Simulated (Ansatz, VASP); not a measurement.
**Sn: VASP beside Ansatz**

```
CELL_PARAMETERS angstrom
-2.97304 2.97304 1.62185
2.97304 -2.97304 1.62185
2.97304 2.97304 -1.62185
ATOMIC_POSITIONS crystal
Sn 0.00000 0.00000 0.00000
Sn 0.75000 0.25000 0.50000
```

Change from the starting cell: volume scaled by 1.06.

Alike in both runs: task single point; functional LDA; k mesh 15 × 15 × 15; occupations fermi-dirac, width 0.05 eV; no spin polarisation.

|  | VASP | Ansatz |
| --- | --- | --- |
| version | VASP 6.6.1 | Ansatz 0.2.0 |
| potentials or method | VASP PAW LDA potentials, release 64 (Sn_d), cutoff 500 eV | all-electron LAPW, scalar-relativistic |

```csv
,VASP,Ansatz,Ansatz less VASP
pressure (GPa),-4.4,-4.3,+0.02
"traceless stress, the component that is largest in VASP (GPa)",-0.51,-0.51,-0.007
```

LDA's correlation is that of Perdew and Zunger in VASP and of Perdew and Wang (1992) in Ansatz. Ansatz ran all-electron here, and VASP with PAW potentials.
